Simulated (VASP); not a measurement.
Sc3Ga2As:

```xyz
6
Lattice="5.8287 0.0000 0.0000 -2.9144 5.0478 0.0000 0.0000 0.0000 3.4935" Properties=species:S:1:pos:R:3 pbc="T T T"
Sc    2.9144    0.0000    1.7467
Sc    1.4572    2.5239    1.7467
Sc   -1.4572    2.5239    1.7467
Ga    0.0000    3.3652    0.0000
Ga    2.9144    1.6826    0.0000
As    0.0000    0.0000    0.0000
```

The cell was built from a structure type or drawn by symmetry, and may not be a known phase.

```yaml
Program: VASP 6.6.1
Task: relaxation of cell and atoms
Functional: PBE
Potentials_or_basis: VASP PAW PBE potentials, release 64 (Sc_sv, Ga_d, As)
Cutoff: 600 eV
k_mesh: 3 × 3 × 6
Occupations: gaussian, width 0.1 eV
Spin: no spin polarisation
```

At the start: pressure 37.9 GPa; volume 17.13 Å³/atom.

Task: Where does the relaxation end?

Result: Over 7 steps the energy falls by 649.0 meV/atom and the volume is 23.54 Å³/atom (+37.4 %); space group P6/mmm (No. 191, to 0.1 Å) before and after.

Step by step:
| step | energy change (eV) | largest force (eV/Å) | pressure (GPa) | volume (Å³) |
| --- | --- | --- | --- | --- |
| 1 | 0.0000 | 0.0000 | 37.94 | 102.79 |
| 2 | -2.9192 | 0.0000 | -7.78 | 175.46 |
| 3 | -3.8328 | 0.0000 | 0.02 | 143.61 |
| 4 | -3.8324 | 0.0000 | -0.36 | 144.52 |
| 5 | -3.8398 | 0.0000 | -0.32 | 144.22 |
| 6 | -3.8679 | 0.0000 | -0.22 | 143.28 |
| 7 | -3.8938 | 0.0000 | 0.06 | 141.22 |

Final structure:
```yaml
crystal:
  lattice:
    - [6.20403, 0.00000, 0.00000]
    - [-3.10201, 5.37285, 0.00000]
    - [0.00000, 0.00000, 4.23652]
  atoms:
    - { symbol: Sc, position: [0.50000, 0.00000, 0.50000] }
    - { symbol: Sc, position: [0.50000, 0.50000, 0.50000] }
    - { symbol: Sc, position: [0.00000, 0.50000, 0.50000] }
    - { symbol: Ga, position: [0.33333, 0.66667, 0.00000] }
    - { symbol: Ga, position: [0.66667, 0.33333, 0.00000] }
    - { symbol: As, position: [0.00000, 0.00000, 0.00000] }
```

Caveat: the k points lie up to 0.39 Å⁻¹ apart in the final cell, too coarse for converged energies and pressures of a metal; the volume moved by over 15 % at a fixed basis, so the end points are rough.
